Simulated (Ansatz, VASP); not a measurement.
**Two plane-wave programs on AlN**

File POSCAR:

```
AlN
1.0
    0.0000000000      2.0797839241      2.1848764830
    2.1848764830      0.0000000000      2.1848764830
    2.1848764830      2.0797839241      0.0000000000
Al N
1 1
Direct
    0.0000000000      0.0000000000      0.0000000000
    0.7500000000      0.7500000000      0.7500000000
```

INCAR.step1

```
SYSTEM = AlN
ALGO = Normal
EDIFF = 1E-5
ENCUT = 520
GGA = PE
ISIF = 2
ISMEAR = 0
LASPH = .True.
LCHARG = .False.
LREAL = .False.
LWAVE = .True.
NBANDS = 11
NELM = 60
PREC = Accurate
SIGMA = 0.01
```

INCAR.step2

```
SYSTEM = AlN
ALGO = Normal
EDIFF = 1E-6
ENCUT = 520
GGA = PE
HFSCREEN = 0.2079
ISIF = 2
ISMEAR = 0
ISTART = 1
LASPH = .True.
LCHARG = .False.
LHFCALC = .True.
LREAL = .False.
LWAVE = .False.
NBANDS = 11
NELM = 60
PREC = Accurate
PRECFOCK = Normal
SIGMA = 0.01
```

KPOINTS

```
k-points
0
Gamma
  8 8 8
  0 0 0
```

Input for Ansatz:

```yaml
crystal:
  lattice:
    - [0.0, 2.0797839241, 2.184876483]
    - [2.184876483, 0.0, 2.184876483]
    - [2.184876483, 2.0797839241, 0.0]
  atoms:
    - { symbol: Al, position: [0.0, 0.0, 0.0] }
    - { symbol: "N", position: [0.75, 0.75, 0.75] }
kpoints:
  mp_grid: { grid: [8, 8, 8] }
  band_path:
    path:
      - [0.0, 0.0, 0.0]
      - [-0.5, -0.5, 0.0]
      - [-0.375, -0.375, 0.25]
      - [-0.375, 0.0, 0.375]
      - [0.0, 0.0, 0.5]
      - [-0.5, -0.25, 0.25]
      - [0.5, 0.0, 0.5]
    npoints: 1
hamiltonian:
  xc: hse06
scf:
  occupations: { method: fixed }
  n_extra_bands: 4
output:
  forces: true
  stress: true
  eigenvalues: true
```

Change from the starting cell: uniaxial_y strain -4.8%.

Alike in both runs: task single point; functional HSE06; k mesh 8 × 8 × 8; no spin polarisation.

|  | VASP | Ansatz |
| --- | --- | --- |
| version | VASP 6.6.1 | Ansatz 0.2.0 |
| potentials or method | VASP PAW PBE potentials, release 64 (Al, N) | plane waves, PAW |
| plane-wave cutoff (eV) | 520 | 420 |
| occupations | gaussian, width 0.01 eV | fixed |
| valence electrons in the cell | 8 | 8 |

|  | VASP | Ansatz | Ansatz less VASP |
| --- | --- | --- | --- |
| gap on the k mesh at the Fermi level (eV) | 4.32 | 4.33 | +0.003 |
| pressure (GPa) | 10.4 | 10.5 | +0.10 |
| traceless stress, the component that is largest in VASP (GPa) | 3.76 | 3.73 | -0.034 |

Ansatz's warnings: stress exchange threshold loose, stress scf threshold loose.
